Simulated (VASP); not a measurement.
Crystal: MgO (Periclase).

```xyz
2
Lattice="0.0000 2.1022 2.1022 2.1022 0.0000 2.1022 2.1022 2.1022 0.0000" Properties=species:S:1:pos:R:3 pbc="T T T"
Mg    0.0000    0.0000    0.0000
O     2.1022    2.1022    2.1022
```

Base run:

| Property | Result |
| --- | --- |
| Program | VASP 6.6.1 |
| Functional | PBE |
| Potentials or basis | VASP PAW PBE potentials, release 64 (Mg, O) |
| Cutoff | 520 eV |
| k mesh | 8 × 8 × 8 |
| Occupations | gaussian, width 0.01 eV |
| Spin | no spin polarisation |

Its results: band gap on the k mesh 4.78 eV, direct; pressure 4.9 GPa.

Q: The run is repeated on the same cell with these changes: functional from PBE to r2SCAN. What comes out?

A: Band gap on the k mesh 5.66 eV, direct; pressure -1.1 GPa.

r2SCAN gives the wider gap, since meta-GGAs in the generalised Kohn-Sham scheme recover part of the derivative discontinuity.

Caveats: the PAW data sets were made with another functional, which shifts forces and pressure a little (some runs).

